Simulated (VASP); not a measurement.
Wanted: the native input for a VASP 6.6.1 run.

```yaml
Task: single point
Functional: PBE
Potentials_or_basis: VASP PAW PBE potentials, release 64 (Be)
Cutoff: 520 eV
k_mesh: 9 × 9 × 9
Occupations: gaussian, width 0.1 eV
Spin: no spin polarisation
Dipole_correction: no
Further_INCAR_settings: ALGO = Normal; EDIFF = 1e-06; NBANDS = 10
```

The structure of Be lies in POSCAR:

```
Be
1.0
    1.1823217655      0.6826137895      5.7140869046
   -1.1823217655      0.6826137895      5.7140869046
    0.0000000000     -1.3652275791      5.7140869046
Be
3
Direct
    0.0000000000      0.0000000000      0.0000000000
    0.2222200000      0.2222200000      0.2222200000
    0.7777800000      0.7777800000      0.7777800000
```

The input as run:

INCAR

```
SYSTEM = Be
ALGO = Normal
EDIFF = 1E-6
ENCUT = 520
GGA = PE
ISIF = 2
ISMEAR = 0
LASPH = .True.
LCHARG = .False.
LREAL = .False.
LWAVE = .False.
NBANDS = 10
NELM = 100
PREC = Accurate
SIGMA = 0.1
```

KPOINTS

```
k-points
0
Gamma
  9 9 9
  0 0 0
```

Potentials or basis: VASP PAW PBE potentials, release 64 (Be).

The run is started by

```bash
$ cat potpaw_PBE.64/Be/POTCAR > POTCAR
$ mpirun -np 1 vasp_std > vasp.out
```

Results of the run:

| Property | Result |
| --- | --- |
| Pressure | -14.8 GPa |
| Largest force | 0.110 eV/Å |
| Band gap on the k mesh | zero (bands 3 and 4 overlap by 1.33 eV) |

Caveat: the stress differs along the axes, from -19 to -13 GPa.

Wall time 70 s on 1 thread of AMD EPYC 7R13 Processor (Zen 3), on a shared host, peak memory 0.25 GiB.
